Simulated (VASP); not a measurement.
# Mo (Im-3m) in VASP: notebook

The runs below take Mo through single point, with PBEsol.

Program: VASP 6.6.1. These are calculated values, not measurements. Logs are shortened: lines on timing, memory, paths and dates and some standing lists are left out, and cuts for length are marked.

## Step 1: The cell of the first run

It takes space group Im-3m (No. 229, cubic). The conventional cell has a = 2.697 Å, b = 2.697 Å, c = 2.697 Å, α = 90.00°, β = 90.00°, γ = 90.00°. Within 3.1 Å of Mo (site symmetry m-3m) lie 14 Mo at 2.34 to 2.70 Å.

## Step 2: Single point, PBEsol (volume scaled by 0.64)

INCAR

```
PREC     = Accurate       # precision mode
ENCUT    = 520            # plane-wave cutoff, eV
EDIFF    = 1E-6           # SCF threshold, eV
ISMEAR   = -1             # smearing method
SIGMA    = 0.08           # smearing width, eV
LREAL    = F              # projectors in reciprocal space
LASPH    = T              # aspherical terms in the spheres
NELM     = 60             # most SCF steps
ALGO     = Normal         # electronic algorithm
ISIF     = 2              # what is computed and relaxed
LWAVE    = F              # write WAVECAR
LCHARG   = F              # write CHGCAR
GGA      = PS             # functional
NBANDS   = 13             # bands
```

KPOINTS

```
Automatic mesh
0
Gamma
  17 17 17
```

POSCAR

```
Mo
1.0
   -1.3487333266      1.3487333266      1.3487333266
    1.3487333266     -1.3487333266      1.3487333266
    1.3487333266      1.3487333266     -1.3487333266
Mo
1
Direct
    0.0000000000      0.0000000000      0.0000000000
```

Potentials or basis: VASP PAW PBE potentials, release 64 (Mo_sv).

Launch:

```sh
> cat potpaw_PBE.64/Mo_sv/POTCAR > POTCAR
> mpirun -np 1 vasp_std > vasp.out
```

OUTCAR:

```text
PREC = Accurate
   ENCUT = 520
   EDIFF = 1E-6
   ISMEAR = -1
   LREAL = F
   LASPH = T
   NELM = 60
   ISIF = 2
   GGA = PS

 ion  position               nearest neighbor table
   1  0.000  0.000  0.000-

  LATTYP: Found a body centered cubic cell.
 ALAT       =     2.6974666532

  Lattice vectors:

 A1 = (  -1.3487333266,   1.3487333266,   1.3487333266)
 A2 = (   1.3487333266,  -1.3487333266,   1.3487333266)
 A3 = (   1.3487333266,   1.3487333266,  -1.3487333266)

Analysis of symmetry for initial positions (statically):
=====================================================================
 Subroutine PRICEL returns:
 Original cell was already a primitive cell.

 Routine SETGRP: Setting up the symmetry group for a
 body centered cubic supercell.

 Subroutine GETGRP returns: Found 48 space group operations
 (whereof 48 operations were pure point group operations)
 out of a pool of 48 trial point group operations.

The static configuration has the point symmetry O_h .

Analysis of symmetry for dynamics (positions and initial velocities):
=====================================================================
 Subroutine PRICEL returns:
 Original cell was already a primitive cell.

 Routine SETGRP: Setting up the symmetry group for a
 body centered cubic supercell.

 Subroutine GETGRP returns: Found 48 space group operations
 (whereof 48 operations were pure point group operations)
 out of a pool of 48 trial point group operations.

The dynamic configuration has the point symmetry O_h .

 Subroutine INISYM returns: Found 48 space group operations
 (whereof 48 operations are pure point group operations),
 and found     1 'primitive' translations

----------------------------------------------------------------------------------------

                                     Primitive cell

  volume of cell :       9.8138

  direct lattice vectors                    reciprocal lattice vectors
    -1.348733327  1.348733327  1.348733327     0.000000000  0.370718207  0.370718207
     1.348733327 -1.348733327  1.348733327     0.370718207  0.000000000  0.370718207
     1.348733327  1.348733327 -1.348733327     0.370718207  0.370718207  0.000000000

  length of vectors
     2.336074648  2.336074648  2.336074648     0.524274716  0.524274716  0.524274716

  position of ions in fractional coordinates (direct lattice)
     0.000000000  0.000000000  0.000000000

  ion indices of the primitive-cell ions
   primitive index   ion index
                 1           1

----------------------------------------------------------------------------------------

 KPOINTS: Automatic mesh

Automatic generation of k-mesh.
 Grid dimensions read from file:
 generate k-points for:   17   17   17

 Generating k-lattice:

  Cartesian coordinates                     Fractional coordinates (reciprocal lattice)
     0.000000000  0.021806953  0.021806953     0.058823529  0.000000000  0.000000000
     0.021806953  0.000000000  0.021806953     0.000000000  0.058823529  0.000000000
     0.021806953  0.021806953  0.000000000     0.000000000  0.000000000  0.058823529

  Length of vectors
     0.030839689  0.030839689  0.030839689

  Shift w.r.t. Gamma in fractional coordinates (k-lattice)
     0.000000000  0.000000000  0.000000000

 Subroutine IBZKPT returns following result:
 ===========================================

 Found    165 irreducible k-points:

 Following reciprocal coordinates:
            Coordinates               Weight
  0.000000  0.000000  0.000000      1.000000
  0.058824  0.000000  0.000000     12.000000
  0.117647  0.000000  0.000000     12.000000
  0.176471  0.000000  0.000000     12.000000
  0.235294  0.000000  0.000000     12.000000
  0.294118  0.000000  0.000000     12.000000
[... 16 lines left out ...]
  0.411765  0.117647 -0.000000     48.000000
  0.176471  0.176471  0.000000     24.000000
 [... further k-points ...]
   k-points           NKPTS =    165   k-points in BZ     NKDIM =    165   number of bands    NBANDS=     13
   number of dos      NEDOS =    301   number of ions     NIONS =      1
   total plane-waves  NPLWV =   5832
   dimension x,y,z NGX =    18 NGY =   18 NGZ =   18
   dimension x,y,z NGXF=    36 NGYF=   36 NGZF=   36
   ions per type =               1
   NGX,Y,Z   is equivalent  to a cutoff of  12.81, 12.81, 12.81 a.u.
   NGXF,Y,Z  is equivalent  to a cutoff of  25.62, 25.62, 25.62 a.u.
 SYSTEM =  unknown system
   PREC   = accura    normal or accurate (medium, high low for compatibility)
   ISTART =      0    job   : 0-new  1-cont  2-samecut
   ICHARG =      2    charge: 1-file 2-atom 10-const
   ISPIN  =      1    spin polarized calculation?
   LNONCOLLINEAR =      F non collinear calculations
   LSORBIT =      F    spin-orbit coupling
   LASPH  =      T    aspherical Exc in radial PAW
   ENCUT  =  520.0 eV  38.22 Ry    6.18 a.u.   4.34  4.34  4.34*2*pi/ulx,y,z
   NELM   =     60;   NELMIN=  2; NELMDL= -5     # of ELM steps
   EDIFF  = 0.1E-05   stopping-criterion for ELM
   LREAL  =      F    real-space projection
   EDIFFG = 0.1E-04   stopping-criterion for IOM
   NSW    =      0    number of steps for IOM
   IBRION =     -1    ionic relax: 0-MD 1-quasi-New 2-CG
   NFREE  =      0    steps in history (QN), initial steepest desc. (CG)
   ISIF   =      2    stress and relaxation
   ISYM   =      2    0-nonsym 1-usesym 2-fastsym
   POTIM  = 0.5000    time-step for ionic-motion
   TEBEG  =    0.0;   TEEND  =   0.0 temperature during run
   PSTRESS=    0.0 pullay stress
   NELECT =      14.0000    total number of electrons
   NUPDOWN=      -1.0000    fix difference up-down
   EMIN   =  10.00;   EMAX   =-10.00  energy-range for DOS
   EFERMI =   0.00;   METHOD = LEGACY
   ISMEAR =    -1;   SIGMA  =   0.08  broadening in eV -4-tet -1-fermi 0-gaus
   EFERMI_NEDOS =   21; number of points for ismear=-14 and -15
   IALGO  =     38    algorithm
   IMIX   =      4    mixing-type and parameters
     AMIX     =   0.40;   BMIX     =  1.00
     AMIX_MAG =   1.60;   BMIX_MAG =  1.00
  volume/ion in A,a.u.               =       9.81        66.23
  Fermi-wavevector in a.u.,A,eV,Ry     =   1.842913  3.482600 46.209836  3.396327
  Thomas-Fermi vector in A             =   2.894718
   LORBIT       =      0    0 simple, 1 ext, 2 COOP (PROOUT), +10 PAW based schemes
   GGA     = PS    functional components
   LHFCALC =     F    Hartree Fock is set to
   AEXX    =    0.0000 exact exchange contribution
   IVDW    =     0    specifies the selected vdW correction
   LEPSILON=     F    determine dielectric tensor
   LRPA    =     F    only Hartree local field effects (RPA)
 non-spin polarized calculation
  energy-cutoff  :      520.00
  volume of cell :        9.81
 maximum number of plane-waves:       273
 NGX is ok and might be reduce to    18
   NGX =  9   NGY =  9   NGZ =  9

 number of electron      14.0000002 magnetization

 Free energy of the ion-electron system (eV)
  ---------------------------------------------------
  ext. energy  EPLUGINS =         0.00000000
  ---------------------------------------------------
  free energy    TOTEN  =        -8.10754472 eV

  energy without entropy =       -8.09107741  energy(sigma->0) =       -8.09931106

 E-fermi :  21.7732     XC(G=0): -16.3527

 val. band max:       21.7552819845   @ k =   0.2941   0.1176   0.1176
 cond. band min:      21.7827679984   @ k =  -0.4118   0.4118   0.1765
 fundamental gap:      0.0274860139
 Fermi energy:        21.7731904692

 k-point     1 :       0.0000    0.0000    0.0000
  band No.  band energies     occupation
      1     -40.8039      2.00000
      2     -11.6575      2.00000
      3     -11.6575      2.00000
      4     -11.6575      2.00000
      5      13.8805      2.00000
      6      18.7875      2.00000
      7      18.7875      2.00000
      8      18.7875      2.00000
      9      23.9006      0.00000
     10      23.9006      0.00000
     11      36.4033      0.00000
     12      36.4033      0.00000
     13      36.4033      0.00000

 k-point     2 :       0.0588    0.0000    0.0000
  band No.  band energies     occupation
      1     -40.7590      2.00000
      2     -11.8649      2.00000
      3     -11.7179      2.00000
      4     -11.6617      2.00000
      5      14.1531      2.00000
      6      18.6074      2.00000
      7      18.7620      2.00000
      8      19.0578      2.00000
      9      23.5697      0.00000
     10      23.8849      0.00000
     11      36.6669      0.00000
     12      36.8472      0.00000
     13      37.2040      0.00000

 k-point     3 :       0.1176    0.0000    0.0000
  band No.  band energies     occupation
      1     -40.6286      2.00000
      2     -12.4422      2.00000
      3     -11.8880      2.00000
      4     -11.6739      2.00000
      5      14.8294      2.00000
      6      18.1251      2.00000
      7      18.6994      2.00000
      8      19.8530      2.00000
      9      22.9693      0.00000
     10      23.8652      0.00000
     11      37.3629      0.00000
     12      38.1200      0.00000
     13      39.2231      0.00000
[... 305 lines left out ...]
 k-point    23 :       0.4118    0.1176   -0.0000
  band No.  band energies     occupation
      1     -39.2780      2.00000
      2     -16.7275      2.00000
      3     -13.5478      2.00000
      4     -12.0512      2.00000
      5      13.4958      2.00000
      6      15.4857      2.00000
      7      22.9734      0.00000
      8      24.1405      0.00000
      9      27.2084      0.00000
     10      32.1851      0.00000
     11      35.7024      0.00000
     12      41.4717      0.00000
     13      45.7583      0.00000

 k-point    24 :       0.1765    0.1765    0.0000
  band No.  band energies     occupation
      1     -39.8367      2.00000
      2     -15.0935      2.00000
      3     -12.8683      2.00000
      4     -12.0567      2.00000
      5      15.4734      2.00000
      6      16.7290      2.00000
      7      19.0045      2.00000
      8      22.2928      0.00302
      9      25.3840      0.00000
     10      26.8506      0.00000
     11      39.9455      0.00000
     12      40.7777      0.00000
     13      45.0468      0.00000

 [... further k-points ...]

------------------------ aborting loop because EDIFF is reached ----------------------------------------

  FORCE on cell =-STRESS in cart. coord.  units (eV):
  Direction    XX          YY          ZZ          XY          YZ          ZX
  --------------------------------------------------------------------------------------
  -------------------------------------------------------------------------------------
  Total       18.7872276     18.7872276     18.7872276     -0.0000000      0.0000000      0.0000000
  in kB     3067.1500371   3067.1500371   3067.1500371     -0.0000000      0.0000000      0.0000000
  external PRESSURE =    3067.1500371 kB  Pullay stress =       0.0000000 kB

 VOLUME and BASIS-vectors are now :
 -----------------------------------------------------------------------------
  energy-cutoff  :      520.00
  volume of cell :        9.81
      direct lattice vectors                 reciprocal lattice vectors
    -1.348733327  1.348733327  1.348733327     0.000000000  0.370718207  0.370718207
     1.348733327 -1.348733327  1.348733327     0.370718207  0.000000000  0.370718207
     1.348733327  1.348733327 -1.348733327     0.370718207  0.370718207  0.000000000

 POSITION                                       TOTAL-FORCE (eV/Angst)
 -----------------------------------------------------------------------------------
      0.00000      0.00000      0.00000        -0.000000     -0.000000      0.000000
 -----------------------------------------------------------------------------------
    total drift:                                0.000000      0.000000      0.000000

  FREE ENERGIE OF THE ION-ELECTRON SYSTEM (eV)
  ---------------------------------------------------
  free  energy   TOTEN  =        -8.1075447201 eV

  energy  without entropy=       -8.0910774087  energy(sigma->0) =       -8.09931106
```

Wall time 23 s (1 thread of Intel Xeon 8259CL, shared host); peak memory 0.13 GiB.

What came out:

```
Free energy            : -8.1075 eV
Pressure               : 306.7 GPa
Band gap on the k mesh : zero (band 7 reaches 28.41 eV, above the bottom of band 8 at 18.79 eV)
```

Levels at points of the mesh, in eV from the Fermi level:
| k point | band 4 | band 5 | band 6 | band 7 | band 8 | band 9 | band 10 | band 11 |
| --- | --- | --- | --- | --- | --- | --- | --- | --- |
| (0.00, 0.00, 0.00) | -33.43 | -7.89 | -2.99 | -2.99 | -2.99 | 2.13 | 2.13 | 14.63 |

Caveat: the PAW data sets were made with another functional, which shifts forces and pressure a little.

## Step 3: Single point, PBEsol (volume scaled by 0.72)

Edit INCAR of step 2 so:

```diff
@@ -7,3 +7,3 @@
 LASPH    = T              # aspherical terms in the spheres
-NELM     = 60             # most SCF steps
+NELM     = 80             # most SCF steps
 ALGO     = Normal         # electronic algorithm
```

KPOINTS is that of step 2.

POSCAR

```
Mo
1.0
   -1.4027391872      1.4027391872      1.4027391872
    1.4027391872     -1.4027391872      1.4027391872
    1.4027391872      1.4027391872     -1.4027391872
Mo
1
Direct
    0.0000000000      0.0000000000      0.0000000000
```

Potentials or basis: VASP PAW PBE potentials, release 64 (Mo_sv).

Launch:

```sh
> cat potpaw_PBE.64/Mo_sv/POTCAR > POTCAR
> mpirun -np 1 vasp_std > vasp.out
```

Run time: 21 s. Hardware: 1 thread of Intel Xeon 8259CL, shared host; peak memory 0.13 GiB.

The run converged. Its results:

- Free energy: -9.9402 eV
- Pressure: 180.4 GPa
- Band gap on the k mesh: zero (band 7 reaches 24.89 eV, above the bottom of band 8 at 16.63 eV)

Levels at points of the mesh, in eV from the Fermi level:
```
           k point  band 3  band 4  band 5  band 6  band 7  band 8  band 9  band 10  band 11  band 12
(0.00, 0.00, 0.00)  -33.74  -33.74   -8.04   -2.46   -2.46   -2.46    2.06     2.06    14.82    14.82
```

Caveat: the PAW data sets were made with another functional, which shifts forces and pressure a little.
